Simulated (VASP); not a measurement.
# Pb (Fm-3m) in VASP: a series of runs, part 2 of 2

VASP 6.6.1. The steps go on from the part before.

## 4. Single point, PBE

INCAR reads:

```
  ALGO = Normal
  EDIFF = 1E-6
  ENCUT = 520
  GGA = PE
  ISIF = 2
  ISMEAR = -1
  LASPH = True
  LCHARG = True
  LELF = True
  LREAL = False
  LVHAR = True
  LWAVE = False
  NBANDS = 13
  NELM = 60
  PREC = Accurate
  SIGMA = 0.1
```

KPOINTS reads:

```
k-points
0
Gamma
  2 2 2
```

POSCAR reads:

```
Pb
1.0
    0.0000000000      2.5175937382      2.5175937382
    2.5175937382      0.0000000000      2.5175937382
    2.5175937382      2.5175937382      0.0000000000
Pb
1
Direct
    0.0000000000      0.0000000000      0.0000000000
```

Potentials or basis: VASP PAW PBE potentials, release 64 (Pb_d).

The run is started by

```sh
$ cat potpaw_PBE.64/Pb_d/POTCAR > POTCAR
$ mpirun -np 1 vasp_std > vasp.out
```

OUTCAR:

```text
EDIFF = 1E-6
   ENCUT = 520
   GGA = PE
   ISIF = 2
   ISMEAR = -1
   LASPH = True
   LREAL = False
   NELM = 60
   PREC = Accurate

 ion  position               nearest neighbor table
   1  0.000  0.000  0.000-

  LATTYP: Found a face centered cubic cell.
 ALAT       =     5.0351874764

  Lattice vectors:

 A1 = (   0.0000000000,   2.5175937382,   2.5175937382)
 A2 = (   2.5175937382,   0.0000000000,   2.5175937382)
 A3 = (   2.5175937382,   2.5175937382,   0.0000000000)

Analysis of symmetry for initial positions (statically):
=====================================================================
 Subroutine PRICEL returns:
 Original cell was already a primitive cell.

 Routine SETGRP: Setting up the symmetry group for a
 face centered cubic supercell.

 Subroutine GETGRP returns: Found 48 space group operations
 (whereof 48 operations were pure point group operations)
 out of a pool of 48 trial point group operations.

The static configuration has the point symmetry O_h .

Analysis of symmetry for dynamics (positions and initial velocities):
[... 145 lines left out ...]
      2     -10.3681      2.00000
      3     -10.3681      2.00000
      4     -10.2522      2.00000
      5     -10.2522      2.00000
      6      -4.7037      2.00000
      7      13.7298      0.00000
      8      13.7298      0.00000
      9      13.7298      0.00000
     10      16.4604      0.00000
     11      17.4399      0.00000
     12      18.8246      0.00000
     13      18.8246      0.00000
[... 18 lines left out ...]
  band No.  band energies     occupation
      1     -10.5048      2.00000
      2     -10.4288      2.00000
      3     -10.1463      2.00000
      4     -10.1044      2.00000
      5     -10.1044      2.00000
      6      -0.0861      2.00000
      7       3.6464      2.00000
      8       8.7065      0.33333
      9       8.7065      0.33333
     10      11.9757      0.00000
     11      13.2121      0.00000
     12      24.6803      0.00000
     13      26.4933      0.00000

------------------------ aborting loop because EDIFF is reached ----------------------------------------

  FORCE on cell =-STRESS in cart. coord.  units (eV):
  Direction    XX          YY          ZZ          XY          YZ          ZX
  --------------------------------------------------------------------------------------
  -------------------------------------------------------------------------------------
  Total       -1.6472956     -1.6472956     -1.6472956      0.0000000     -0.0000000      0.0000000
  in kB      -82.6980336    -82.6980336    -82.6980336      0.0000000     -0.0000000      0.0000000
  external PRESSURE =     -82.6980336 kB  Pullay stress =       0.0000000 kB

 VOLUME and BASIS-vectors are now :
 -----------------------------------------------------------------------------
  energy-cutoff  :      520.00
  volume of cell :       31.91
      direct lattice vectors                 reciprocal lattice vectors
     0.000000000  2.517593738  2.517593738    -0.198602337  0.198602337  0.198602337
     2.517593738  0.000000000  2.517593738     0.198602337 -0.198602337  0.198602337
     2.517593738  2.517593738  0.000000000     0.198602337  0.198602337 -0.198602337

 POSITION                                       TOTAL-FORCE (eV/Angst)
 -----------------------------------------------------------------------------------
      0.00000      0.00000      0.00000        -0.000000      0.000000     -0.000000
 -----------------------------------------------------------------------------------
    total drift:                               -0.000000     -0.000000     -0.000000

  FREE ENERGIE OF THE ION-ELECTRON SYSTEM (eV)
  ---------------------------------------------------
  free  energy   TOTEN  =        -5.2165979604 eV

  energy  without entropy=       -5.1490137791  energy(sigma->0) =       -5.18280587
```

Run time: 4.9 s. Hardware: 1 thread of Intel Xeon Platinum 8488C (Sapphire Rapids), shared host; peak memory 0.15 GiB.

What came out:

| Quantity | Value |
| --- | --- |
| Free energy | -5.2166 eV |
| Pressure | -8.3 GPa |
| Band gap on the k mesh | zero (band 7 reaches 13.73 eV, above the bottom of band 8 at 8.71 eV) |

Levels at points of the mesh, in eV from the Fermi level:
| k point | band 3 | band 4 | band 5 | band 6 | band 7 | band 8 | band 9 | band 10 | band 11 | band 12 |
| --- | --- | --- | --- | --- | --- | --- | --- | --- | --- | --- |
| (0.00, 0.00, 0.00) | -18.91 | -18.80 | -18.80 | -13.25 | 5.18 | 5.18 | 5.18 | 7.91 | 8.89 | 10.28 |
| (0.50, 0.00, 0.00) | -18.91 | -18.68 | -18.68 | -9.92 | -5.78 | 3.47 | 3.47 | 7.19 | 7.40 | 9.07 |
| (0.50, 0.50, 0.00) | -18.69 | -18.65 | -18.65 | -8.63 | -4.90 | 0.16 | 0.16 | 3.43 | 4.67 | 16.13 |

Caveat: the k points lie up to 1.08 Å⁻¹ apart; spin-orbit coupling is left out, which moves the levels of the heavy elements.

## 5. Single point, PBE

INCAR reads:

```
SYSTEM = Pb
PREC = Accurate
ENCUT = 520
EDIFF = 1E-6
ISMEAR = -1
SIGMA = 0.1
LREAL = .False.
LASPH = .True.
NELM = 100
ALGO = Normal
ISIF = 2
LWAVE = .False.
LCHARG = .False.
GGA = PE
NBANDS = 13
```

KPOINTS reads:

```
Automatic mesh
0
Gamma
  3 3 3
  0 0 0
```

POSCAR is that of step 4.

Potentials or basis: VASP PAW PBE potentials, release 64 (Pb_d).

The run is started by

```sh
$ cat potpaw_PBE.64/Pb_d/POTCAR > POTCAR
$ mpirun -np 1 vasp_std > vasp.out
```

OUTCAR:

```text
SYSTEM = Pb
   PREC = Accurate
   ENCUT = 520
   EDIFF = 1E-6
   ISMEAR = -1
   LREAL = .False.
   LASPH = .True.
   NELM = 100
   ISIF = 2
   GGA = PE

 ion  position               nearest neighbor table
   1  0.000  0.000  0.000-

  LATTYP: Found a face centered cubic cell.
 ALAT       =     5.0351874764

  Lattice vectors:

 A1 = (   0.0000000000,   2.5175937382,   2.5175937382)
 A2 = (   2.5175937382,   0.0000000000,   2.5175937382)
[... 220 lines left out ...]
     11      20.0750      0.00000
     12      21.6909      0.00000
     13      21.7937      0.00000

------------------------ aborting loop because EDIFF is reached ----------------------------------------

  FORCE on cell =-STRESS in cart. coord.  units (eV):
  Direction    XX          YY          ZZ          XY          YZ          ZX
  --------------------------------------------------------------------------------------
  -------------------------------------------------------------------------------------
  Total       -0.1211018     -0.1211018     -0.1211018      0.0000000     -0.0000000      0.0000000
  in kB       -6.0795903     -6.0795903     -6.0795903      0.0000000     -0.0000000      0.0000000
  external PRESSURE =      -6.0795903 kB  Pullay stress =       0.0000000 kB

 VOLUME and BASIS-vectors are now :
 -----------------------------------------------------------------------------
  energy-cutoff  :      520.00
  volume of cell :       31.91
      direct lattice vectors                 reciprocal lattice vectors
     0.000000000  2.517593738  2.517593738    -0.198602337  0.198602337  0.198602337
     2.517593738  0.000000000  2.517593738     0.198602337 -0.198602337  0.198602337
     2.517593738  2.517593738  0.000000000     0.198602337  0.198602337 -0.198602337

 POSITION                                       TOTAL-FORCE (eV/Angst)
 -----------------------------------------------------------------------------------
      0.00000      0.00000      0.00000         0.000000      0.000000      0.000000
 -----------------------------------------------------------------------------------
    total drift:                               -0.000000     -0.000000     -0.000000

  FREE ENERGIE OF THE ION-ELECTRON SYSTEM (eV)
  ---------------------------------------------------
  free  energy   TOTEN  =        -3.3394578657 eV

  energy  without entropy=       -3.2496396082  energy(sigma->0) =       -3.29454874
```

stdout:

```text
POSCAR found type information on POSCAR Pb
 POSCAR found :  1 types and       1 ions
 scaLAPACK will be used
 LDA part: xc-table for (Slater+PW92), standard interpolation
 POSCAR, INCAR and KPOINTS ok, starting setup
 FFT: planning ... GRIDC
 FFT: planning ... GRID_SOFT
 FFT: planning ... GRID
 WAVECAR not read
 entering main loop
```

Run time: 4.7 s. Hardware: 1 thread of Intel Xeon Platinum 8488C (Sapphire Rapids), shared host; peak memory 0.15 GiB.

Results:

| Item | Value |
| --- | --- |
| Free energy | -3.3395 eV |
| Pressure | -0.6 GPa |
| Band gap on the k mesh | zero (band 7 reaches 13.71 eV, above the bottom of band 8 at 5.26 eV) |

Caveat: the k points lie up to 0.72 Å⁻¹ apart; spin-orbit coupling is left out, which moves the levels of the heavy elements.

## 6. Single point, PBE

INCAR reads:

```
PREC     = Accurate       # precision mode
ENCUT    = 520            # plane-wave cutoff, eV
EDIFF    = 1E-6           # SCF threshold, eV
ISMEAR   = -1             # smearing method
SIGMA    = 0.1            # smearing width, eV
LREAL    = False          # projectors in reciprocal space
LASPH    = True           # aspherical terms in the spheres
NELM     = 80             # most SCF steps
ALGO     = Normal         # electronic algorithm
ISIF     = 2              # what is computed and relaxed
LWAVE    = False          # write WAVECAR
LCHARG   = False          # write CHGCAR
GGA      = PE             # functional
NBANDS   = 13             # bands
```

KPOINTS reads:

```
Automatic mesh
0
Gamma
  4 4 4
```

POSCAR is that of step 5.

Potentials or basis: VASP PAW PBE potentials, release 64 (Pb_d).

The run is started by

```sh
$ cat potpaw_PBE.64/Pb_d/POTCAR > POTCAR
$ mpirun -np 1 vasp_std > vasp.out
```

Run time: 6.4 s. Hardware: 1 thread of Intel Xeon Platinum 8488C (Sapphire Rapids), shared host; peak memory 0.15 GiB.

The run converged. Its results:

| Property | Result |
| --- | --- |
| Free energy | -3.4166 eV |
| Pressure | -0.2 GPa |
| Band gap on the k mesh | zero (band 7 reaches 13.73 eV, above the bottom of band 8 at 5.44 eV) |

Levels at points of the mesh, in eV from the Fermi level:
```
           k point  band 3  band 4  band 5  band 6  band 7  band 8  band 9  band 10  band 11  band 12
(0.00, 0.00, 0.00)  -17.46  -17.34  -17.34  -11.82    6.62    6.62    6.62     9.34    10.29    11.72
(0.50, 0.00, 0.00)  -17.45  -17.22  -17.22   -8.49   -4.35    4.90    4.90     8.63     8.81    10.51
(0.50, 0.50, 0.00)  -17.23  -17.20  -17.20   -7.20   -3.47    1.60    1.60     4.83     6.10    17.57
```

Caveat: the k points lie up to 0.54 Å⁻¹ apart; spin-orbit coupling is left out, which moves the levels of the heavy elements.

## 7. Overview

| k mesh | smearing | gap on the mesh (eV) | pressure (GPa) |
| --- | --- | --- | --- |
| 11 × 11 × 11 | methfessel-paxton 0.03 eV | none | -0.2 |
| 11 × 11 × 11 | methfessel-paxton 0.1 eV | none | -0.2 |
| 2 × 2 × 2 | fermi-dirac 0.1 eV | none | -8.3 |
| 3 × 3 × 3 | fermi-dirac 0.1 eV | none | -0.6 |
| 4 × 4 × 4 | fermi-dirac 0.1 eV | none | -0.2 |

Alike in all rows: task single point; level PBE; potentials or basis VASP PAW PBE potentials, release 64 (Pb_d); no spin polarisation; cell as given; cutoff (eV) 520.

Caveats: some runs use coarse meshes; spin-orbit coupling is left out, which moves the levels of the heavy elements.

Absolute energies hang on the potentials; compare differences alone.
